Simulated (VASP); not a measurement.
A run of VASP 6.6.1 is set up as follows.

File INCAR:

```
ALGO = Normal
EDIFF = 1E-7
ENCUT = 520
GGA = PE
ISIF = 2
ISMEAR = 0
LASPH = True
LCHARG = True
LELF = True
LREAL = False
LVHAR = True
LWAVE = False
NBANDS = 29
NELM = 100
PREC = Accurate
SIGMA = 0.1
```

KPOINTS

```
k-points
0
Gamma
  12 12 10
```

The input POSCAR:

```
Si3F4
1.0
    5.3458096932      0.0000000000      0.0000000000
   -2.6729048466      4.6296069981      0.0000000000
    0.0000000000      0.0000000000      3.8330447937
Si F
3 4
Direct
    0.5000000000      0.0000000000      0.5000000000
    0.0000000000      0.5000000000      0.5000000000
    0.5000000000      0.5000000000      0.5000000000
    0.0000000000      0.0000000000      0.5000000000
    0.5000000000      0.0000000000      0.0000000000
    0.0000000000      0.5000000000      0.0000000000
    0.5000000000      0.5000000000      0.0000000000
```

Potentials or basis: VASP PAW PBE potentials, release 64 (Si, F).

The run is started by

```bash
$ cat potpaw_PBE.64/Si/POTCAR potpaw_PBE.64/F/POTCAR > POTCAR
$ mpirun -np 1 vasp_std > vasp.out
```

What does it give for the pressure?

-0.1 GPa.

Predict the band gap on the k mesh.

zero (bands 20 and 21 overlap by 0.81 eV).

Stress tensor (GPa, compression positive):
```
-0.29  0.00  0.00
 0.00 -0.29  0.00
 0.00  0.00  0.33
```
